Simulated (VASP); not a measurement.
Runs of VASP 6.6.1 on Nb. The structure is that of space group Im-3m (No. 229), or close to it. The cells are those of the table. 

```tsv
level	cell	k mesh	smearing	gap on the mesh (eV)	pressure (GPa)
r2SCAN	a = 2.818 Å, angles 109.5°, 1 atom	14 × 14 × 14	fermi-dirac 0.1 eV	none	8.9
PBE	a = 2.904 Å, angles 109.5°, 1 atom	46 × 46 × 46	fermi-dirac 0.0612256 eV	none	-6.4
r2SCAN	a = 2.904 Å, angles 109.5°, 1 atom	14 × 14 × 14	fermi-dirac 0.1 eV	none	-7.0
PBE	a = 2.923 Å, angles 109.5°, 1 atom	46 × 46 × 46	fermi-dirac 0.0612256 eV	none	-9.1
r2SCAN	a = 2.847 Å, angles 109.5°, 1 atom	14 × 14 × 14	fermi-dirac 0.1 eV	none	2.8
PBE	a = 2.885 Å, angles 109.5°, 1 atom	46 × 46 × 46	fermi-dirac 0.0612256 eV	none	(b)
r2SCAN	a = 2.876 Å, angles 109.5°, 1 atom	14 × 14 × 14	fermi-dirac 0.1 eV	none	(a)
PBE	a = 2.847 Å, angles 109.5°, 1 atom	46 × 46 × 46	fermi-dirac 0.0612256 eV	none	(c)
PBE	a = 2.866 Å, angles 109.5°, 1 atom	46 × 46 × 46	fermi-dirac 0.0612256 eV	none	-0.2
```

Alike in all rows: task single point; potentials or basis VASP PAW PBE potentials, release 64 (Nb_sv); no spin polarisation; cutoff (eV) 520.

Problem. Estimate the missing entries.

Solution. (a) -2.4; (b) -3.5; (c) 3.3.

Caveats: the PAW data sets were made with another functional, which shifts forces and pressure a little (some runs).

A k mesh can miss the band edges, and the runs leave out spin-orbit coupling on Nb.

A gap of «none» marks levels without a gap at the run's occupations.
